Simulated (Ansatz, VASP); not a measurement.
## Ru: VASP beside Ansatz

```
Ru
1.0
     2.70783    0.00000    0.00000
    -1.35391    2.34505    0.00000
     0.00000    0.00000    4.26810
Ru
2
Direct
  0.33333 0.66667 0.25000
  0.66667 0.33333 0.75000
```

Alike in both runs: task single point; functional LDA; k mesh 14 × 14 × 8; occupations fermi-dirac, width 0.05 eV; no spin polarisation.

```csv
,VASP,Ansatz
version,VASP 6.6.1,Ansatz 0.2.0
potentials or method,"VASP PAW LDA potentials, release 64 (Ru_pv), cutoff 520 eV","all-electron LAPW, scalar-relativistic"
```

|  | VASP | Ansatz | Ansatz less VASP |
| --- | --- | --- | --- |
| pressure (GPa) | -10.8 | -11.5 | -0.76 |
| traceless stress, the component that is largest in VASP (GPa) | -0.22 | -0.28 | -0.064 |

LDA's correlation is that of Perdew and Zunger in VASP and of Perdew and Wang (1992) in Ansatz. Ansatz ran all-electron here, and VASP with PAW potentials.
